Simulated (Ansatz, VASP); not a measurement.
One calculation of ZnAg, two programs

Contents of INCAR:

```
SYSTEM = ZnAg
PREC = Accurate
ENCUT = 520
EDIFF = 1E-6
ISMEAR = -1
SIGMA = 0.03
LREAL = .FALSE.
LASPH = .TRUE.
NELM = 80
ALGO = Normal
ISIF = 2
LWAVE = .FALSE.
LCHARG = .FALSE.
NBANDS = 18
```

Contents of KPOINTS:

```
regular mesh
0
G
  12 12 12
  0 0 0
```

POSCAR

```
ZnAg
1.0
    3.1348181537      0.0000000000      0.0000000000
    0.0000000000      3.1348181537      0.0000000000
    0.0000000000      0.0000000000      3.1348181537
Zn Ag
1 1
Direct
    0.5000000000      0.5000000000      0.5000000000
    0.0000000000      0.0000000000      0.0000000000
```

Input for Ansatz:

```yaml
crystal:
  lattice:
    - [3.1348181537, 0.0, 0.0]
    - [0.0, 3.1348181537, 0.0]
    - [0.0, 0.0, 3.1348181537]
  atoms:
    - { symbol: Zn, position: [0.5, 0.5, 0.5] }
    - { symbol: Ag, position: [0.0, 0.0, 0.0] }
kpoints:
  mp_grid: { grid: [12, 12, 12] }
  band_path:
    path:
      - [0.0, 0.0, 0.0]
      - [0.0, 0.5, 0.0]
      - [0.5, 0.5, 0.0]
      - [0.0, 0.0, 0.0]
      - [0.5, 0.5, 0.5]
      - [0.0, 0.5, 0.0]
      - [0.5, 0.5, 0.5]
      - [0.5, 0.5, 0.0]
    npoints: 5
scf:
  occupations: { method: fermi_dirac, width: 0.03 }
hamiltonian:
  xc: lda
  pseudopotentials: { kind: all_electron, lapw: { basis_error: 0.00025 } }
output:
  forces: true
  stress: true
  eigenvalues: true
```

Change from the starting cell: volume scaled by 0.98.

Alike in both runs: task single point; functional LDA; k mesh 12 × 12 × 12; occupations fermi-dirac, width 0.03 eV; no spin polarisation.

|  | VASP | Ansatz |
| --- | --- | --- |
| version | VASP 6.6.1 | Ansatz 0.2.0 |
| potentials or method | VASP PAW LDA potentials, release 64 (Zn, Ag), cutoff 520 eV | all-electron LAPW, scalar-relativistic |

|  | VASP | Ansatz | Ansatz less VASP |
| --- | --- | --- | --- |
| pressure (GPa) | -5.8 | -6.2 | -0.45 |

LDA's correlation is that of Perdew and Zunger in VASP and of Perdew and Wang (1992) in Ansatz. Ansatz ran all-electron here, and VASP with PAW potentials.
